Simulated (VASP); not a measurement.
Set up this calculation in VASP 6.6.1, as the native input.

```yaml
Task: single point
Functional: r2SCAN
Potentials_or_basis: VASP PAW PBE potentials, release 64 (K_sv, Cl)
Cutoff: 520 eV
k_mesh: 8 × 8 × 8
Occupations: gaussian, width 0.05 eV
Spin: no spin polarisation
Dipole_correction: no
Further_INCAR_settings: ALGO = Normal; EDIFF = 1e-07; NBANDS = 15
```

The system is KCl.

```
K Cl
1.0
     0.00000    3.33179    2.83202
     3.33179    0.00000    2.83202
     3.33179    3.33179    0.00000
K Cl
1 1
Direct
  0.00000 0.00000 0.00000
  0.50000 0.50000 0.50000
```

This cell differs from its parent crystal: ratio of the length along z to the lengths across it x 0.85, volume and fractional coordinates fixed.

These files were run (other wordings do the same):

POSCAR

```
KCl
1.0
    0.0000000000      3.3317912246      2.8320225409
    3.3317912246      0.0000000000      2.8320225409
    3.3317912246      3.3317912246      0.0000000000
K Cl
1 1
Direct
    0.0000000000      0.0000000000      0.0000000000
    0.5000000000      0.5000000000      0.5000000000
```

INCAR.step1

```
PREC = Accurate
ENCUT = 520
ISMEAR = 0
SIGMA = 0.05
LREAL = False
LASPH = True
NELM = 80
NBANDS = 15
GGA = PE
ALGO = Normal
EDIFF = 1E-4
LWAVE = True
LCHARG = False
```

INCAR.step2

```
PREC = Accurate
ENCUT = 520
EDIFF = 1E-7
ISMEAR = 0
SIGMA = 0.05
LREAL = False
LASPH = True
NELM = 80
ALGO = Normal
ISIF = 2
LWAVE = False
LCHARG = True
METAGGA = R2SCAN
LMIXTAU = True
LELF = True
LVHAR = True
NBANDS = 15
ISTART = 1
```

KPOINTS

```
regular mesh
0
Gamma
  8 8 8
```

Potentials or basis: VASP PAW PBE potentials, release 64 (K_sv, Cl).

The run is started by

```console
$ cat potpaw_PBE.64/K_sv/POTCAR potpaw_PBE.64/Cl/POTCAR > POTCAR
$ cp INCAR.step1 INCAR
$ mpirun -np 1 vasp_std > vasp.out
$ cp INCAR.step2 INCAR
$ mpirun -np 1 vasp_std > vasp.out
```

It gave:

```json
{
  "Pressure": "1.6 GPa",
  "Band gap on the k mesh": "5.53 eV, direct"
}
```

Caveat: the PAW data sets were made with another functional, which shifts forces and pressure a little.

Wall time 6.1 min on 1 thread of Intel(R) Xeon(R) Platinum 8259CL CPU @ 2.50GHz (Skylake/Cascade Lake), with other jobs on the host, peak memory 0.24 GiB.
